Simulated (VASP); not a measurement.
Input of a VASP 6.6.1 run:

The input INCAR:

```
SYSTEM = Ag
ALGO = Normal ; EDIFF = 1E-8
ENCUT = 520 ; GGA = CA
ISIF = 2 ; ISMEAR = -1
LASPH = .TRUE. ; LCHARG = .FALSE.
LEFG = .TRUE. ; LREAL = .FALSE.
LWAVE = .FALSE. ; NBANDS = 12
NELM = 100 ; PREC = Accurate
SIGMA = 0.05
```

File KPOINTS:

```
k-points
0
G
  15 15 15
  0 0 0
```

The input POSCAR:

```
Ag
1.0
    0.0408620000      2.0635310000      2.0635310000
    2.0635310000      0.0408620000      2.0635310000
    2.0635310000      2.0635310000      0.0408620000
Ag
1
Direct
    0.0000000000      0.0000000000      0.0000000000
```

Potentials or basis: VASP PAW LDA potentials, release 64 (Ag).

The run is started by

```sh
$ cat potpaw_LDA.64/Ag/POTCAR > POTCAR
$ mpirun -np 1 vasp_std > vasp.out
```

(1) Predict the pressure.

Results:

(1) -7.1 GPa.

Caveat: the cell differs from its parent crystal (equal xy, yz and zx shear strains of +2 %); without QUAD_EFG the Cq values of the log hold for a quadrupole moment of 1 mb, not for the nuclei.
